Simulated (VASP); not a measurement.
# Si5C (P3m1) in VASP: relaxation of cell and atoms with r2SCAN

Aim: the relaxation of cell and atoms of Si5C with r2SCAN.

All numbers are computed with VASP 6.6.1; they aren't measurements. Logs are shortened: lines on timing, memory, paths and dates and some standing lists are left out, and cuts for length are marked.

## Step 1: The cell of the first run

Symmetry: P3m1, No. 156, trigonal system. Conventional cell: a = 3.612 Å, b = 3.612 Å, c = 9.022 Å, α = 90.00°, β = 90.00°, γ = 120.00°. Within 2.5 Å of C (site symmetry 3m) lie 4 Si at 1.92 to 2.16 Å. Within 3.0 Å of Si (site symmetry 3m) lie 4 Si at 2.28 to 2.36 Å. Within 3.0 Å of Si (site symmetry 3m) lie 4 Si at 2.28 to 2.35 Å. Si (site symmetry 3m) has 3 C at 2.16 Å and 1 Si at 2.36 Å within 2.9 Å. Si (site symmetry 3m) has 4 Si at 2.28 to 2.35 Å within 3.0 Å. Within 2.5 Å of Si (site symmetry 3m) lie 1 C at 1.92 Å and 3 Si at 2.28 Å.

## Step 2: Relaxation of cell and atoms, r2SCAN

Input file POSCAR:

```
Si5C
1.0
    3.6119286990      0.0000000000      0.0000000000
   -1.8059643495      3.1280220100      0.0000000000
    0.0000000000      0.0000000000      9.0223944280
C Si
1 5
Direct
    0.0000000000      0.0000000000      0.0048303555
    0.6666666667      0.3333333333      0.6821556103
    0.3333333333      0.6666666667      0.3209632119
    0.6666666667      0.3333333333      0.9431821904
    0.3333333333      0.6666666667      0.5811429726
    0.0000000000      0.0000000000      0.2177256592
```

Input file INCAR.step1:

```
SYSTEM = Si5C
PREC     = Accurate       ! precision mode
ENCUT    = 600            ! plane-wave cutoff, eV
ISMEAR   = -1             ! smearing method
SIGMA    = 0.02           ! smearing width, eV
LREAL    = .FALSE.        ! projectors in reciprocal space
LASPH    = .TRUE.         ! aspherical terms in the spheres
NELM     = 60             ! most SCF steps
GGA      = PE             ! functional
ALGO     = Normal         ! electronic algorithm
EDIFF    = 1E-4           ! SCF threshold, eV
LWAVE    = .TRUE.         ! write WAVECAR
LCHARG   = .FALSE.        ! write CHGCAR
```

Input file INCAR.step2:

```
SYSTEM = Si5C
PREC     = Accurate       ! precision mode
ENCUT    = 600            ! plane-wave cutoff, eV
EDIFF    = 1E-7           ! SCF threshold, eV
ISMEAR   = -1             ! smearing method
SIGMA    = 0.02           ! smearing width, eV
LREAL    = .FALSE.        ! projectors in reciprocal space
LASPH    = .TRUE.         ! aspherical terms in the spheres
NELM     = 60             ! most SCF steps
ALGO     = Normal         ! electronic algorithm
ISIF     = 3              ! what is computed and relaxed
LWAVE    = .FALSE.        ! write WAVECAR
LCHARG   = .FALSE.        ! write CHGCAR
METAGGA  = R2SCAN         ! meta-GGA
LMIXTAU  = .TRUE.       
IBRION   = 2              ! ionic algorithm
NSW      = 80             ! ionic steps
EDIFFG   = -0.005         ! ionic threshold
ISTART   = 1
```

Input file KPOINTS:

```
Automatic mesh
0
G
  12 12 4
  0 0 0
```

Potentials or basis: VASP PAW PBE potentials, release 64 (C, Si).

On the command line:

```sh
> cat potpaw_PBE.64/C/POTCAR potpaw_PBE.64/Si/POTCAR > POTCAR
> cp INCAR.step1 INCAR
> mpirun -np 1 vasp_std > vasp.out
> cp INCAR.step2 INCAR
> mpirun -np 1 vasp_std > vasp.out
```

OUTCAR:

```text
SYSTEM = Si5C
   PREC = Accurate
   ENCUT = 600
   EDIFF = 1E-7
   ISMEAR = -1
   LREAL = .FALSE.
   LASPH = .TRUE.
   NELM = 60
   ISIF = 3
   METAGGA = R2SCAN
   IBRION = 2
   NSW = 80
   EDIFFG = -0.005
   ISTART = 1

 ion  position               nearest neighbor table
   1  0.000  0.000  0.005-   6 1.92   4 2.16   4 2.16   4 2.16
   2  0.667  0.333  0.682-   5 2.28   5 2.28   5 2.28   4 2.36
   3  0.333  0.667  0.321-   6 2.28   6 2.28   6 2.28   5 2.35
   4  0.667  0.333  0.943-   1 2.16   1 2.16   1 2.16   2 2.36
   5  0.333  0.667  0.581-   2 2.28   2 2.28   2 2.28   3 2.35
   6  0.000  0.000  0.218-   1 1.92   3 2.28   3 2.28   3 2.28

  LATTYP: Found a hexagonal cell.
 ALAT       =     3.6119286990
 C/A-ratio  =     2.4979436694

  Lattice vectors:

 A1 = (   3.6119286990,   0.0000000000,   0.0000000000)
 A2 = (  -1.8059643495,   3.1280220100,   0.0000000000)
 A3 = (   0.0000000000,   0.0000000000,   9.0223944280)

Analysis of symmetry for initial positions (statically):
=====================================================================
 Subroutine PRICEL returns:
 Original cell was already a primitive cell.

 Routine SETGRP: Setting up the symmetry group for a
 hexagonal supercell.

 Subroutine GETGRP returns: Found  6 space group operations
 (whereof  6 operations were pure point group operations)
 out of a pool of 24 trial point group operations.

The static configuration has the point symmetry C_3v.

Analysis of symmetry for dynamics (positions and initial velocities):
=====================================================================
 Subroutine PRICEL returns:
 Original cell was already a primitive cell.

 Routine SETGRP: Setting up the symmetry group for a
 hexagonal supercell.

 Subroutine GETGRP returns: Found  6 space group operations
 (whereof  6 operations were pure point group operations)
 out of a pool of 24 trial point group operations.

The dynamic configuration has the point symmetry C_3v.

 Subroutine INISYM returns: Found  6 space group operations
 (whereof  6 operations are pure point group operations),
 and found     1 'primitive' translations

----------------------------------------------------------------------------------------

                                     Primitive cell

  volume of cell :     101.9367

  direct lattice vectors                    reciprocal lattice vectors
     3.611928699  0.000000000  0.000000000     0.276860393  0.159845423  0.000000000
    -1.805964349  3.128022010  0.000000000     0.000000000  0.319690845  0.000000000
     0.000000000  0.000000000  9.022394428     0.000000000  0.000000000  0.110835323

  length of vectors
     3.611928699  3.611928699  9.022394428     0.319690845  0.319690845  0.110835323

  position of ions in fractional coordinates (direct lattice)
     0.000000000  0.000000000  0.004830355
     0.666666667  0.333333333  0.682155610
     0.333333333  0.666666667  0.320963212
     0.666666667  0.333333333  0.943182190
     0.333333333  0.666666667  0.581142973
     0.000000000  0.000000000  0.217725659

  ion indices of the primitive-cell ions
   primitive index   ion index
                 1           1
                 2           2
                 3           3
                 4           4
                 5           5
                 6           6

----------------------------------------------------------------------------------------

 KPOINTS: Automatic mesh

Automatic generation of k-mesh.
 Grid dimensions read from file:
 generate k-points for:   12   12    4

 Generating k-lattice:

  Cartesian coordinates                     Fractional coordinates (reciprocal lattice)
     0.023071699  0.013320452  0.000000000     0.083333333  0.000000000  0.000000000
     0.000000000  0.026640904  0.000000000     0.000000000  0.083333333  0.000000000
     0.000000000  0.000000000  0.027708831     0.000000000  0.000000000  0.250000000

  Length of vectors
     0.026640904  0.026640904  0.027708831

  Shift w.r.t. Gamma in fractional coordinates (k-lattice)
     0.000000000  0.000000000  0.000000000

 Subroutine IBZKPT returns following result:
 ===========================================

 Found     69 irreducible k-points:

 Following reciprocal coordinates:
            Coordinates               Weight
  0.000000  0.000000  0.000000      1.000000
  0.083333  0.000000  0.000000      6.000000
  0.166667  0.000000  0.000000      6.000000
  0.250000  0.000000  0.000000      6.000000
  0.333333  0.000000  0.000000      6.000000
  0.416667  0.000000  0.000000      6.000000
[... 16 lines left out ...]
  0.166667  0.000000  0.250000      6.000000
  0.000000  0.166667  0.250000      6.000000
 [... further k-points ...]
   k-points           NKPTS =     69   k-points in BZ     NKDIM =     69   number of bands    NBANDS=     16
   number of dos      NEDOS =    301   number of ions     NIONS =      6
   total plane-waves  NPLWV =  64800
   dimension x,y,z NGX =    30 NGY =   30 NGZ =   72
   dimension x,y,z NGXF=    60 NGYF=   60 NGZF=  144
   ions per type =               1   5
   NGX,Y,Z   is equivalent  to a cutoff of  13.81, 13.81, 13.27 a.u.
   NGXF,Y,Z  is equivalent  to a cutoff of  27.62, 27.62, 26.53 a.u.
 SYSTEM =  Si5C
   PREC   = accura    normal or accurate (medium, high low for compatibility)
   ISTART =      1    job   : 0-new  1-cont  2-samecut
   ICHARG =      0    charge: 1-file 2-atom 10-const
   ISPIN  =      1    spin polarized calculation?
   LNONCOLLINEAR =      F non collinear calculations
   LSORBIT =      F    spin-orbit coupling
   LASPH  =      T    aspherical Exc in radial PAW
   ENCUT  =  600.0 eV  44.10 Ry    6.64 a.u.   7.21  7.21 18.02*2*pi/ulx,y,z
   NELM   =     60;   NELMIN=  2; NELMDL=  0     # of ELM steps
   EDIFF  = 0.1E-06   stopping-criterion for ELM
   LREAL  =      F    real-space projection
   EDIFFG = -.5E-02   stopping-criterion for IOM
   NSW    =     80    number of steps for IOM
   IBRION =      2    ionic relax: 0-MD 1-quasi-New 2-CG
   NFREE  =      1    steps in history (QN), initial steepest desc. (CG)
   ISIF   =      3    stress and relaxation
   ISYM   =      2    0-nonsym 1-usesym 2-fastsym
   POTIM  = 0.5000    time-step for ionic-motion
   TEBEG  =    0.0;   TEEND  =   0.0 temperature during run
   PSTRESS=    0.0 pullay stress
   NELECT =      24.0000    total number of electrons
   NUPDOWN=      -1.0000    fix difference up-down
   EMIN   =  10.00;   EMAX   =-10.00  energy-range for DOS
   EFERMI =   0.00;   METHOD = LEGACY
   ISMEAR =    -1;   SIGMA  =   0.02  broadening in eV -4-tet -1-fermi 0-gaus
   EFERMI_NEDOS =   21; number of points for ismear=-14 and -15
   IALGO  =     38    algorithm
   IMIX   =      4    mixing-type and parameters
     AMIX     =   0.40;   BMIX     =  1.00
     AMIX_MAG =   1.60;   BMIX_MAG =  1.00
  volume/ion in A,a.u.               =      16.99       114.65
  Fermi-wavevector in a.u.,A,eV,Ry     =   1.010885  1.910295 13.903630  1.021888
  Thomas-Fermi vector in A             =   2.143901
   LORBIT       =      0    0 simple, 1 ext, 2 COOP (PROOUT), +10 PAW based schemes
   METAGGA = R2SCAN    functional components
   LHFCALC =     F    Hartree Fock is set to
   AEXX    =    0.0000 exact exchange contribution
   IVDW    =     0    specifies the selected vdW correction
   LEPSILON=     F    determine dielectric tensor
   LRPA    =     F    only Hartree local field effects (RPA)
 conjugate gradient relaxation of ions
 non-spin polarized calculation
  energy-cutoff  :      600.00
  volume of cell :      101.94
 maximum number of plane-waves:      3420
 NGX is ok and might be reduce to    30
   NGX = 15   NGY = 15   NGZ = 37

--------------------------------------- Ionic step        1  -------------------------------------------

 number of electron      24.0000000 magnetization

 Free energy of the ion-electron system (eV)
  ---------------------------------------------------
  ext. energy  EPLUGINS =         0.00000000
  ---------------------------------------------------
  free energy    TOTEN  =       -52.10705108 eV

  energy without entropy =      -52.10652392  energy(sigma->0) =      -52.10678750

------------------------ aborting loop because EDIFF is reached ----------------------------------------

  FORCE on cell =-STRESS in cart. coord.  units (eV):
  Direction    XX          YY          ZZ          XY          YZ          ZX
  --------------------------------------------------------------------------------------
  -------------------------------------------------------------------------------------
  Total       -1.0521094     -1.0521094     -1.3525993     -0.0000000     -0.0000000      0.0000000
  in kB      -16.5363901    -16.5363901    -21.2593006     -0.0000000     -0.0000000      0.0000000
  external PRESSURE =     -18.1106936 kB  Pullay stress =       0.0000000 kB
[... 101 lines left out ...]
  FREE ENERGIE OF THE ION-ELECTRON SYSTEM (eV)
  ---------------------------------------------------
  free  energy   TOTEN  =       -52.1173783717 eV

  energy  without entropy=      -52.1168341910  energy(sigma->0) =      -52.11710628

[... ionic steps 4 to 7 ...]

--------------------------------------- Ionic step        8  -------------------------------------------

 number of electron      23.9999999 magnetization

------------------------ aborting loop because EDIFF is reached ----------------------------------------

  FORCE on cell =-STRESS in cart. coord.  units (eV):
  Direction    XX          YY          ZZ          XY          YZ          ZX
  --------------------------------------------------------------------------------------
  -------------------------------------------------------------------------------------
  Total        0.0087708      0.0087708      0.0374534      0.0000000      0.0000000      0.0000000
  in kB        0.1399445      0.1399445      0.5975958      0.0000000      0.0000000      0.0000000
  external PRESSURE =       0.2924950 kB  Pullay stress =       0.0000000 kB
[... 65 lines left out ...]
  energy  without entropy=      -52.1172451642  energy(sigma->0) =      -52.11749898

--------------------------------------- Ionic step       10  -------------------------------------------

 number of electron      23.9999999 magnetization

 Free energy of the ion-electron system (eV)
  ---------------------------------------------------
  ext. energy  EPLUGINS =         0.00000000
  ---------------------------------------------------
  free energy    TOTEN  =       -52.11775377 eV

  energy without entropy =      -52.11724377  energy(sigma->0) =      -52.11749877

 E-fermi :   7.0463     XC(G=0): -10.3675

 val. band max:        7.0337966638   @ k =   0.0000   0.0000   0.2500
 cond. band min:       7.0473516008   @ k =   0.0000   0.0000   0.2500
 fundamental gap:      0.0135549370
 Fermi energy:         7.0462546479

 k-point     1 :       0.0000    0.0000    0.0000
  band No.  band energies     occupation
      1      -7.9214      2.00000
      2      -5.7038      2.00000
      3      -5.0667      2.00000
      4      -0.1493      2.00000
      5       0.6144      2.00000
      6       3.9721      2.00000
[... 8 lines left out ...]
     15       9.9435      0.00000
     16       9.9435      0.00000
[... 420 lines left out ...]
  band No.  band energies     occupation
      1      -7.5776      2.00000
      2      -5.5863      2.00000
      3      -4.2851      2.00000
      4      -0.8891      2.00000
      5       1.5850      2.00000
      6       2.5401      2.00000
[... 8 lines left out ...]
     15       9.8951      0.00000
     16      10.3219      0.00000

 [... further k-points ...]
[... 5 lines left out ...]
  --------------------------------------------------------------------------------------
  -------------------------------------------------------------------------------------
  Total        0.0066457      0.0066457     -0.0040999      0.0000000      0.0000000      0.0000000
  in kB        0.1060077      0.1060077     -0.0653995      0.0000000      0.0000000      0.0000000
  external PRESSURE =       0.0488720 kB  Pullay stress =       0.0000000 kB
[... 21 lines left out ...]
  FREE ENERGIE OF THE ION-ELECTRON SYSTEM (eV)
  ---------------------------------------------------
  free  energy   TOTEN  =       -52.1177537685 eV

  energy  without entropy=      -52.1172437680  energy(sigma->0) =      -52.11749877

 reached required accuracy - stopping structural energy minimisation
```

It took 1.8 h on 1 thread of Oxide Virtual Turin-like, shared host; peak memory 0.31 GiB.

What came out:

```yaml
Free_energy: -52.1178 eV
Relaxed_volume: 16.74 Å³/atom
Relaxed_cell: a = 3.597 Å, b = 3.597 Å, c = 8.966 Å, α = 90.00°, β = 90.00°, γ = 120.00°
Space_group_after_relaxing_to_0.1_Å: P3m1 (No. 156)
Energy_gained_by_relaxing: 1.8 meV/atom
Ionic_steps: 10
Pressure_after_relaxing: 0.0 GPa
Largest_force_after_relaxing: 0.004 eV/Å
Band_gap_on_the_k_mesh: zero (bands 12 and 13 overlap by 0.09 eV)
```

Forces on the atoms (eV/Å):
```
C    0.000  0.000  0.003
Si   0.000  0.000  0.001
Si   0.000  0.000 -0.004
Si   0.000  0.000  0.001
Si   0.000  0.000 -0.002
Si   0.000  0.000  0.002
```

Step by step:
| step | energy change (eV) | largest force (eV/Å) | pressure (GPa) | volume (Å³) |
| --- | --- | --- | --- | --- |
| 1 | 0.0000 | 0.1747 | -1.81 | 101.94 |
| 2 | -0.0030 | 0.1802 | 1.67 | 99.13 |
| 3 | -0.0103 | 0.0798 | 0.04 | 100.40 |
| 4 | -0.0103 | 0.0810 | 0.00 | 100.43 |
| 5 | -0.0106 | 0.0288 | -0.01 | 100.43 |
| 6 | -0.0106 | 0.0309 | -0.01 | 100.43 |
| 7 | -0.0107 | 0.0132 | 0.03 | 100.41 |
| 8 | -0.0107 | 0.0138 | 0.03 | 100.41 |
| 9 | -0.0107 | 0.0066 | 0.00 | 100.45 |
| 10 | -0.0107 | 0.0042 | 0.00 | 100.44 |

Final structure:
```cif
data_structure
_symmetry_space_group_name_H-M 'P 1'
_symmetry_Int_Tables_number 1
_cell_length_a 3.5965
_cell_length_b 3.5965
_cell_length_c 8.9665
_cell_angle_alpha 90.000
_cell_angle_beta 90.000
_cell_angle_gamma 120.000
_cell_volume 100.44
loop_
_atom_site_label
_atom_site_type_symbol
_atom_site_fract_x
_atom_site_fract_y
_atom_site_fract_z
_atom_site_occupancy
C1 C 0.00000 0.00000 0.00519 1
Si1 Si 0.66667 0.33333 0.68147 1
Si2 Si 0.33333 0.66667 0.32097 1
Si3 Si 0.66667 0.33333 0.94236 1
Si4 Si 0.33333 0.66667 0.58132 1
Si5 Si 0.00000 0.00000 0.21870 1
```

Caveat: semilocal functionals underestimate gaps, and a narrow one can read as zero; the PAW data sets were made with another functional, which shifts forces and pressure a little.
